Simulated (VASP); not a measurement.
Input of a VASP 6.6.1 run:

Contents of INCAR:

```
PREC = Accurate ; ENCUT = 520
EDIFF = 1E-6 ; ISMEAR = 0
SIGMA = 0.05 ; LREAL = F
LASPH = T ; NELM = 60
ALGO = Normal ; ISIF = 2
LWAVE = F ; LCHARG = F
NBANDS = 12
```

The input KPOINTS:

```
regular mesh
0
Gamma
  8 8 8
```

POSCAR

```
CsH
1.0
    0.0000000000      3.3155200000      2.9329600000
    3.3155200000      0.0000000000      2.9329600000
    3.3155200000      3.3155200000      0.0000000000
Cs H
1 1
Direct
    0.0000000000      0.0000000000      0.0000000000
    0.5000000000      0.5000000000      0.5000000000
```

Potentials or basis: VASP PAW LDA potentials, release 64 (Cs_sv, H).

Command:

```console
$ cat potpaw_LDA.64/Cs_sv/POTCAR potpaw_LDA.64/H/POTCAR > POTCAR
$ mpirun -np 1 vasp_std > vasp.out
```

(1) What does it give for the pressure?

(2) What does it give for the band gap on the k mesh?

Results:

(1) -0.8 GPa.

(2) 1.85 eV.

Caveat: the cell differs from its parent crystal (strain +0.040 along x and y, -0.080 along z); spin-orbit coupling is left out, which moves the levels of the heavy elements.
